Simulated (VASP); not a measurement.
# Al2Cu (P4/mmm) in VASP: notebook

Al2Cu is run at these levels: r2SCAN; tasks: single point, relaxation of shape and atoms at fixed volume.

All numbers are computed with VASP 6.6.1; they aren't measurements. Logs are shortened: lines on timing, memory, paths and dates and some standing lists are left out, and cuts for length are marked.

## (1) The cell of the first run

Symmetry: P4/mmm, No. 123, tetragonal system. Conventional cell: a = 3.248 Å, b = 3.248 Å, c = 2.310 Å, α = 90.00°, β = 90.00°, γ = 90.00°. Al (site symmetry mmm) has 4 Cu at 1.99 Å and 6 Al at 2.30 to 2.31 Å within 2.6 Å. Within 2.6 Å of Cu (site symmetry 4/mmm) lie 8 Al at 1.99 Å and 2 Cu at 2.31 Å.

## (2) Single point, r2SCAN

The input, POSCAR:

```
Al2Cu
1.0
    3.2477268566      0.0000000000      0.0000000000
    0.0000000000      3.2477268566      0.0000000000
    0.0000000000      0.0000000000      2.3097817836
Al Cu
2 1
Direct
    0.5000000000      0.0000000000      0.5000000000
    0.0000000000      0.5000000000      0.5000000000
    0.0000000000      0.0000000000      0.0000000000
```

The input, INCAR.step1:

```
PREC = Accurate
ENCUT = 520
ISMEAR = -1
SIGMA = 0.05
LREAL = F
LASPH = T
NELM = 60
NBANDS = 16
GGA = PE
ALGO = Normal
EDIFF = 1E-4
LWAVE = T
LCHARG = F
```

The input, INCAR.step2:

```
PREC = Accurate
ENCUT = 520
EDIFF = 1E-6
ISMEAR = -1
SIGMA = 0.05
LREAL = F
LASPH = T
NELM = 60
ALGO = Normal
ISIF = 2
LWAVE = F
LCHARG = T
METAGGA = R2SCAN
LMIXTAU = T
LELF = T
LVHAR = T
NBANDS = 16
ISTART = 1
```

The input, KPOINTS:

```
regular mesh
0
Gamma
  9 9 12
```

Potentials or basis: VASP PAW PBE potentials, release 64 (Al, Cu).

Launch:

```bash
> cat potpaw_PBE.64/Al/POTCAR potpaw_PBE.64/Cu/POTCAR > POTCAR
> cp INCAR.step1 INCAR
> mpirun -np 1 vasp_std > vasp.out
> cp INCAR.step2 INCAR
> mpirun -np 1 vasp_std > vasp.out
```

OUTCAR:

```text
PREC = Accurate
   ENCUT = 520
   EDIFF = 1E-6
   ISMEAR = -1
   LREAL = F
   LASPH = T
   NELM = 60
   ISIF = 2
   METAGGA = R2SCAN
   ISTART = 1

 ion  position               nearest neighbor table
   1  0.500  0.000  0.500-   3 1.99   3 1.99   3 1.99   3 1.99   2 2.30   2 2.30   2 2.30   2 2.30
                             2 3.26   2 3.26   2 3.26   2 3.26   2 3.26   2 3.26   2 3.26   2 3.26
   2  0.000  0.500  0.500-   3 1.99   3 1.99   3 1.99   3 1.99   1 2.30   1 2.30   1 2.30   1 2.30
                             1 3.26   1 3.26   1 3.26   1 3.26   1 3.26   1 3.26   1 3.26   1 3.26
   3  0.000  0.000  0.000-   1 1.99   2 1.99   1 1.99   2 1.99   2 1.99   2 1.99   1 1.99   1 1.99

  LATTYP: Found a simple tetragonal cell.
 ALAT       =     3.2477268566
 C/A-ratio  =     0.7111995206

  Lattice vectors:

 A1 = (   3.2477268566,   0.0000000000,   0.0000000000)
 A2 = (   0.0000000000,   3.2477268566,   0.0000000000)
 A3 = (   0.0000000000,   0.0000000000,   2.3097817836)

Analysis of symmetry for initial positions (statically):
=====================================================================
 Subroutine PRICEL returns:
 Original cell was already a primitive cell.

 Routine SETGRP: Setting up the symmetry group for a
 simple tetragonal supercell.

 Subroutine GETGRP returns: Found 16 space group operations
 (whereof 16 operations were pure point group operations)
 out of a pool of 16 trial point group operations.

The static configuration has the point symmetry D_4h.

Analysis of symmetry for dynamics (positions and initial velocities):
=====================================================================
 Subroutine PRICEL returns:
 Original cell was already a primitive cell.

 Routine SETGRP: Setting up the symmetry group for a
 simple tetragonal supercell.

 Subroutine GETGRP returns: Found 16 space group operations
 (whereof 16 operations were pure point group operations)
 out of a pool of 16 trial point group operations.

The dynamic configuration has the point symmetry D_4h.

 Subroutine INISYM returns: Found 16 space group operations
 (whereof 16 operations are pure point group operations),
 and found     1 'primitive' translations

----------------------------------------------------------------------------------------

                                     Primitive cell

  volume of cell :      24.3630

  direct lattice vectors                    reciprocal lattice vectors
     3.247726857  0.000000000  0.000000000     0.307907667  0.000000000  0.000000000
     0.000000000  3.247726857  0.000000000     0.000000000  0.307907667  0.000000000
     0.000000000  0.000000000  2.309781784     0.000000000  0.000000000  0.432941331

  length of vectors
     3.247726857  3.247726857  2.309781784     0.307907667  0.307907667  0.432941331

  position of ions in fractional coordinates (direct lattice)
     0.500000000  0.000000000  0.500000000
     0.000000000  0.500000000  0.500000000
     0.000000000  0.000000000  0.000000000

  ion indices of the primitive-cell ions
   primitive index   ion index
                 1           1
                 2           2
                 3           3

----------------------------------------------------------------------------------------

 KPOINTS: regular mesh

Automatic generation of k-mesh.
 Grid dimensions read from file:
 generate k-points for:    9    9   12

 Generating k-lattice:

  Cartesian coordinates                     Fractional coordinates (reciprocal lattice)
     0.034211963  0.000000000  0.000000000     0.111111111  0.000000000  0.000000000
     0.000000000  0.034211963  0.000000000     0.000000000  0.111111111  0.000000000
     0.000000000  0.000000000  0.036078444     0.000000000  0.000000000  0.083333333

  Length of vectors
     0.034211963  0.034211963  0.036078444

  Shift w.r.t. Gamma in fractional coordinates (k-lattice)
     0.000000000  0.000000000  0.000000000

 Subroutine IBZKPT returns following result:
 ===========================================

 Found    105 irreducible k-points:

 Following reciprocal coordinates:
            Coordinates               Weight
  0.000000  0.000000  0.000000      1.000000
  0.111111  0.000000  0.000000      4.000000
  0.222222  0.000000  0.000000      4.000000
  0.333333  0.000000  0.000000      4.000000
  0.444444  0.000000  0.000000      4.000000
  0.111111  0.111111  0.000000      4.000000
[... 16 lines left out ...]
  0.333333  0.111111  0.083333     16.000000
  0.444444  0.111111  0.083333     16.000000
 [... further k-points ...]
   k-points           NKPTS =    105   k-points in BZ     NKDIM =    105   number of bands    NBANDS=     16
   number of dos      NEDOS =    301   number of ions     NIONS =      3
   total plane-waves  NPLWV =  10368
   dimension x,y,z NGX =    24 NGY =   24 NGZ =   18
   dimension x,y,z NGXF=    48 NGYF=   48 NGZF=   36
   ions per type =               2   1
   NGX,Y,Z   is equivalent  to a cutoff of  12.29, 12.29, 12.96 a.u.
   NGXF,Y,Z  is equivalent  to a cutoff of  24.57, 24.57, 25.91 a.u.
 SYSTEM =  unknown system
   PREC   = accura    normal or accurate (medium, high low for compatibility)
   ISTART =      1    job   : 0-new  1-cont  2-samecut
   ICHARG =      0    charge: 1-file 2-atom 10-const
   ISPIN  =      1    spin polarized calculation?
   LNONCOLLINEAR =      F non collinear calculations
   LSORBIT =      F    spin-orbit coupling
   LASPH  =      T    aspherical Exc in radial PAW
   ENCUT  =  520.0 eV  38.22 Ry    6.18 a.u.   6.04  6.04  4.29*2*pi/ulx,y,z
   NELM   =     60;   NELMIN=  2; NELMDL=  0     # of ELM steps
   EDIFF  = 0.1E-05   stopping-criterion for ELM
   LREAL  =      F    real-space projection
   EDIFFG = 0.1E-04   stopping-criterion for IOM
   NSW    =      0    number of steps for IOM
   IBRION =     -1    ionic relax: 0-MD 1-quasi-New 2-CG
   NFREE  =      0    steps in history (QN), initial steepest desc. (CG)
   ISIF   =      2    stress and relaxation
   ISYM   =      2    0-nonsym 1-usesym 2-fastsym
   POTIM  = 0.5000    time-step for ionic-motion
   TEBEG  =    0.0;   TEEND  =   0.0 temperature during run
   PSTRESS=    0.0 pullay stress
   NELECT =      17.0000    total number of electrons
   NUPDOWN=      -1.0000    fix difference up-down
   EMIN   =  10.00;   EMAX   =-10.00  energy-range for DOS
   EFERMI =   0.00;   METHOD = LEGACY
   ISMEAR =    -1;   SIGMA  =   0.05  broadening in eV -4-tet -1-fermi 0-gaus
   EFERMI_NEDOS =   21; number of points for ismear=-14 and -15
   IALGO  =     38    algorithm
   IMIX   =      4    mixing-type and parameters
     AMIX     =   0.40;   BMIX     =  1.00
     AMIX_MAG =   1.60;   BMIX_MAG =  1.00
  volume/ion in A,a.u.               =       8.12        54.80
  Fermi-wavevector in a.u.,A,eV,Ry     =   1.452049  2.743974 28.687138  2.108445
  Thomas-Fermi vector in A             =   2.569475
   LORBIT       =      0    0 simple, 1 ext, 2 COOP (PROOUT), +10 PAW based schemes
   METAGGA = R2SCAN    functional components
   LHFCALC =     F    Hartree Fock is set to
   AEXX    =    0.0000 exact exchange contribution
   IVDW    =     0    specifies the selected vdW correction
   LEPSILON=     F    determine dielectric tensor
   LRPA    =     F    only Hartree local field effects (RPA)
 non-spin polarized calculation
  energy-cutoff  :      520.00
  volume of cell :       24.36
 maximum number of plane-waves:       669
   NGX = 13   NGY = 13   NGZ =  9

 number of electron      16.9999988 magnetization

 Free energy of the ion-electron system (eV)
  ---------------------------------------------------
  ext. energy  EPLUGINS =         0.00000000
  ---------------------------------------------------
  free energy    TOTEN  =       -13.01407898 eV

  energy without entropy =      -13.00875269  energy(sigma->0) =      -13.01141583

 E-fermi :  16.9044     XC(G=0): -14.6358

 val. band max:       16.9002071630   @ k =   0.3333   0.2222   0.1667
 cond. band min:      16.9442589452   @ k =   0.3333   0.3333   0.5000
 fundamental gap:      0.0440517822
 Fermi energy:        16.9043609412

 k-point     1 :       0.0000    0.0000    0.0000
  band No.  band energies     occupation
      1      -0.0225      2.00000
      2       6.3102      2.00000
      3       6.8712      2.00000
      4       8.3754      2.00000
      5       9.0703      2.00000
      6       9.0703      2.00000
[... 8 lines left out ...]
     15      28.2493      0.00000
     16      38.1787      0.00000

 k-point     2 :       0.1111    0.0000    0.0000
  band No.  band energies     occupation
      1       0.1563      2.00000
      2       6.3009      2.00000
      3       6.8758      2.00000
      4       8.3043      2.00000
      5       9.0725      2.00000
      6       9.0744      2.00000
[... 8 lines left out ...]
     15      30.0956      0.00000
     16      37.3010      0.00000

 k-point     3 :       0.2222    0.0000    0.0000
  band No.  band energies     occupation
      1       0.6801      2.00000
      2       6.2058      2.00000
      3       6.8426      2.00000
      4       8.1400      2.00000
      5       9.0780      2.00000
      6       9.0849      2.00000
[... 8 lines left out ...]
     15      33.0255      0.00000
     16      35.6198      0.00000

 k-point     4 :       0.3333    0.0000    0.0000
  band No.  band energies     occupation
      1       1.4965      2.00000
      2       5.7048      2.00000
      3       6.7565      2.00000
      4       7.9746      2.00000
      5       9.0495      2.00000
      6       9.0844      2.00000
[... 8 lines left out ...]
     15      33.9704      0.00000
     16      36.2872      0.00000
[... 324 lines left out ...]
 k-point    22 :       0.2222    0.1111    0.0833
  band No.  band energies     occupation
      1       1.0701      2.00000
      2       6.3530      2.00000
      3       6.9305      2.00000
      4       8.0645      2.00000
      5       8.8110      2.00000
      6       8.8561      2.00000
[... 8 lines left out ...]
     15      32.7456      0.00000
     16      34.3226      0.00000

 k-point    23 :       0.3333    0.1111    0.0833
  band No.  band energies     occupation
      1       1.8821      2.00000
      2       5.8952      2.00000
      3       6.8702      2.00000
      4       7.9226      2.00000
      5       8.7564      2.00000
      6       8.8715      2.00000
[... 8 lines left out ...]
     15      32.8348      0.00000
     16      35.6518      0.00000

 k-point    24 :       0.4444    0.1111    0.0833
  band No.  band energies     occupation
      1       2.7845      2.00000
      2       5.0098      2.00000
      3       6.8525      2.00000
      4       7.8819      2.00000
      5       8.6773      2.00000
      6       8.8813      2.00000
[... 8 lines left out ...]
     15      32.4312      0.00000
     16      36.5854      0.00000

 [... further k-points ...]

------------------------ aborting loop because EDIFF is reached ----------------------------------------

  FORCE on cell =-STRESS in cart. coord.  units (eV):
  Direction    XX          YY          ZZ          XY          YZ          ZX
  --------------------------------------------------------------------------------------
  -------------------------------------------------------------------------------------
  Total       42.4793777     42.4793777     42.5638133      0.0000000     -0.0000000      0.0000000
  in kB     2793.5650132   2793.5650132   2799.1177429      0.0000000     -0.0000000      0.0000000
  external PRESSURE =    2795.4159231 kB  Pullay stress =       0.0000000 kB

 VOLUME and BASIS-vectors are now :
 -----------------------------------------------------------------------------
  energy-cutoff  :      520.00
  volume of cell :       24.36
      direct lattice vectors                 reciprocal lattice vectors
     3.247726857  0.000000000  0.000000000     0.307907667  0.000000000  0.000000000
     0.000000000  3.247726857  0.000000000     0.000000000  0.307907667  0.000000000
     0.000000000  0.000000000  2.309781784     0.000000000  0.000000000  0.432941331

 POSITION                                       TOTAL-FORCE (eV/Angst)
 -----------------------------------------------------------------------------------
      1.62386      0.00000      1.15489         0.000000      0.000000      0.000000
      0.00000      1.62386      1.15489         0.000000      0.000000      0.000000
      0.00000      0.00000      0.00000         0.000000      0.000000      0.000000
 -----------------------------------------------------------------------------------
    total drift:                               -0.000000     -0.000000      0.000000

  FREE ENERGIE OF THE ION-ELECTRON SYSTEM (eV)
  ---------------------------------------------------
  free  energy   TOTEN  =       -13.0140789799 eV

  energy  without entropy=      -13.0087526864  energy(sigma->0) =      -13.01141583
```

Run time: 93 s. Hardware: 1 thread of Intel Xeon Platinum 8259CL at 2.50GHz (Skylake/Cascade Lake), shared host; peak memory 0.16 GiB.

Results:

```yaml
Free_energy: -13.0141 eV
Pressure: 279.5 GPa
```

Levels at points of the mesh, in eV from the Fermi level:
```tsv
k point	band 4	band 5	band 6	band 7	band 8	band 9	band 10	band 11	band 12	band 13
(0.00, 0.00, 0.00)	-8.53	-7.83	-7.83	-4.07	-4.07	0.14	3.34	8.98	9.03	10.78
(0.00, 0.00, 0.50)	-9.83	-9.27	-7.90	-4.88	2.22	2.22	2.57	5.57	5.57	5.74
```

Caveat: the PAW data sets were made with another functional, which shifts forces and pressure a little.

[end of part 1 of 2]
